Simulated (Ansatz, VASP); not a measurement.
**SiC in VASP and in Ansatz**

```xyz
2
Lattice="0.0000 2.1790 2.1354 2.1790 0.0000 2.1354 2.1790 2.1790 0.0000" Properties=species:S:1:pos:R:3 pbc="T T T"
Si    0.0000    0.0000    0.0000
C     1.0895    1.0895    1.0677
```

Change from the starting cell: z stretched by -2 %, ions relaxed.

Alike in both runs: task relaxation of the atoms; functional PBE; k mesh 17 × 17 × 17; occupations fermi-dirac, width 0.02 eV; no spin polarisation.

|  | VASP | Ansatz |
| --- | --- | --- |
| version | VASP 6.6.1 | Ansatz 0.2.0 |
| potentials or method | VASP PAW PBE potentials, release 64 (Si, C) | plane-wave PAW, scalar-relativistic |
| plane-wave cutoff (eV) | 520 | 420 |
| valence electrons in the cell | 8 | 8 |

|  | VASP | Ansatz | Ansatz less VASP |
| --- | --- | --- | --- |
| gap on the k mesh at the Fermi level, each at its own relaxed structure (eV) | 1.17 | 1.17 | +0.003 |

Ansatz's warnings: stress scf threshold loose.

Noted on VASP's run: the relaxation stopped at its first step, so nothing moved.
